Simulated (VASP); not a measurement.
Write the native input for VASP 6.6.1 that does the following.

- Task: single point
- Functional: PBE
- Potentials or basis: VASP PAW PBE potentials, release 64 (Mo_sv, C)
- Cutoff: 520 eV
- k mesh: 6 × 6 × 1
- Occupations: gaussian, width 0.1 eV
- Spin: no spin polarisation
- Dipole correction: yes
- Further INCAR settings: ALGO = Normal; EDIFF = 1e-07; NBANDS = 53

The structure of Mo6C lies in POSCAR:

```
Mo6C
1.0
    4.4695765307      0.0000000000      0.0000000000
   -2.2347882654      3.8707668198      0.0000000000
    0.0000000000      0.0000000000     19.7595667302
Mo C
6 1
Direct
    0.6666666667      0.3333333333      0.2024335885
    0.3333333333      0.6666666667      0.2486060831
    0.0000000000      0.0000000000      0.2947785778
    0.6666666667      0.3333333333      0.3368821123
    0.3333333333      0.6666666667      0.3779725567
    0.0000000000      0.0000000000      0.4180034331
    0.0000000000      0.4444444444      0.4473571136
```

The input as run:

INCAR

```
SYSTEM = Mo6C
  ALGO = Normal
  DIPOL = 0.5 0.5 0.332
  EDIFF = 1E-7
  ENCUT = 520
  GGA = PE
  IDIPOL = 3
  ISIF = 2
  ISMEAR = 0
  LASPH = .True.
  LCHARG = .False.
  LDIPOL = .True.
  LREAL = .False.
  LWAVE = .False.
  NBANDS = 53
  NELM = 80
  PREC = Accurate
  SIGMA = 0.1
```

KPOINTS

```
k-points
0
Gamma
  6 6 1
  0 0 0
```

Potentials or basis: VASP PAW PBE potentials, release 64 (Mo_sv, C).

Launch:

```console
$ cat potpaw_PBE.64/Mo_sv/POTCAR potpaw_PBE.64/C/POTCAR > POTCAR
$ mpirun -np 1 vasp_std > vasp.out
```

Results of the run:

```json
{"Largest force": "2.464 eV/Å", "Band gap on the k mesh": "zero (bands 44 and 45 overlap by 0.17 eV)"}
```

Wall time 19 min on 1 thread of Intel(R) Xeon(R) Platinum 8259CL CPU @ 2.50GHz (Skylake/Cascade Lake), with other jobs on the host, peak memory 0.62 GiB.
